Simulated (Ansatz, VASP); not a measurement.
Zr4Si3 in VASP and in Ansatz

```xyz
7
Lattice="5.2999 0.0000 0.0000 0.0000 5.2999 0.0000 0.0000 0.0000 5.2999" Properties=species:S:1:pos:R:3 pbc="T T T"
Zr    2.6500    2.6500    2.6500
Zr    2.6500    0.0000    0.0000
Zr    0.0000    2.6500    0.0000
Zr    0.0000    0.0000    2.6500
Si    2.6500    2.6500    0.0000
Si    0.0000    2.6500    2.6500
Si    2.6500    0.0000    2.6500
```

Change from the starting cell: species swapped into the W3N4 type (Pm-3m, No. 221).

Alike in both runs: functional PBE; k mesh 4 × 4 × 4; occupations gaussian, width 0.2 eV; no spin polarisation.

Ansatz relaxed the structure, and its values are those at the end. VASP's run is a single point on that final structure, the one shown.

|  | VASP | Ansatz |
| --- | --- | --- |
| version | VASP 6.6.1 | Ansatz 0.2.0 |
| potentials or method | VASP PAW PBE potentials, release 64 (Zr_sv, Si), cutoff 500 eV | scalar-relativistic, plane waves, PAW |
| valence electrons in the cell | 60 | 60 |

|  | VASP | Ansatz | Ansatz less VASP |
| --- | --- | --- | --- |
| gap on the k mesh at the Fermi level (eV) | none | none | - |
| pressure (GPa) | 0.1 | 0.0 | -0.05 |

A gap of «none» marks a metal or a gap that the smearing closes.
